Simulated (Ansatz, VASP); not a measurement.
**One calculation of ZnBi3, two programs**

```
Bi Zn
1.0
    -2.53937    2.53937    4.59313
     2.53937   -2.53937    4.59313
     2.53937    2.53937   -4.59313
Bi Zn
3 1
Direct
  0.50000 0.50000 0.00000
  0.25000 0.75000 0.50000
  0.75000 0.25000 0.50000
  0.00000 0.00000 0.00000
```

Alike in both runs: task single point; functional PBE; k mesh 8 × 8 × 8; occupations fermi-dirac, width 0.05 eV; no spin polarisation.

|  | VASP | Ansatz |
| --- | --- | --- |
| version | VASP 6.6.1 | Ansatz 0.2.0 |
| potentials or method | VASP PAW PBE potentials, release 64 (Bi_d, Zn) | Ansatz PAW |
| plane-wave cutoff (eV) | 520 | 420 |
| valence electrons in the cell | 57 | 57 |

|  | VASP | Ansatz | Ansatz less VASP |
| --- | --- | --- | --- |
| gap on the k mesh at the Fermi level (eV) | none | none | - |
| pressure (GPa) | -0.9 | -0.8 | +0.05 |
| traceless stress, the component that is largest in VASP (GPa) | 0.41 | 0.41 | -0.004 |

A gap of «none» marks a metal or a gap that the smearing closes.

Neither program's run includes spin-orbit coupling.
